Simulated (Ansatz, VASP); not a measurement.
## C in VASP and in Ansatz

```
CELL_PARAMETERS angstrom
2.42300 0.00000 0.00000
-1.21150 2.09838 0.00000
0.00000 0.00000 26.00242
ATOMIC_POSITIONS crystal
C 0.66667 0.33333 0.50550
C 0.33333 0.66667 0.49450
```

Alike in both runs: task single point; functional PBE; dispersion D3(BJ); k mesh 21 × 21 × 1; occupations gaussian, width 0.1 eV; no spin polarisation.

|  | VASP | Ansatz |
| --- | --- | --- |
| version | VASP 6.6.1 | Ansatz 0.2.0 |
| potentials or method | VASP PAW PBE potentials, release 64 (C), cutoff 520 eV | scalar-relativistic, plane waves, PAW |
| valence electrons in the cell | 8 | 8 |

```tsv
	VASP	Ansatz	Ansatz less VASP
gap on the k mesh at the Fermi level (eV)	none	none	-
rms of the force components (eV/Å)	2.798	2.810	+0.0126
work function, face that differs most (eV)	4.30	4.30	+0.002
```

Atom by atom the forces differ by 0.013 eV/Å (rms over components). A gap of «none» marks a metal or a gap that the smearing closes.
